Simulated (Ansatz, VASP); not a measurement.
**Two plane-wave programs on Mo3H**

```xyz
4
Lattice="2.7370 0.0000 0.0000 -0.9123 2.5805 0.0000 0.0000 0.0000 21.3082" Properties=species:S:1:pos:R:3 pbc="T T T"
Mo    0.9123    1.2903    4.0000
Mo    0.0000    0.0000    6.1542
Mo    0.9123    1.2903    8.3082
H     1.8247    2.5805    9.9482
```

Alike in both runs: task single point; functional PBE; k mesh 10 × 10 × 1; occupations gaussian, width 0.1 eV; collinear spin.

|  | VASP | Ansatz |
| --- | --- | --- |
| version | VASP 6.6.1 | Ansatz 0.2.0 |
| potentials or method | VASP PAW PBE potentials, release 64 (Mo_sv, H), cutoff 520 eV | scalar-relativistic, plane waves, PAW |
| valence electrons in the cell | 43 | 43 |

```csv
,VASP,Ansatz,Ansatz less VASP
gap on the k mesh at the Fermi level (eV),none,none,-
rms of the force components (eV/Å),0.790,0.786,-0.0043
net moment per atom (μB),0.00,0.00,0.000
```

Atom by atom the forces differ by 0.010 eV/Å (rms over components). A gap of «none» marks a metal or a gap that the smearing closes. Ansatz's warnings: seeded moment not kept.
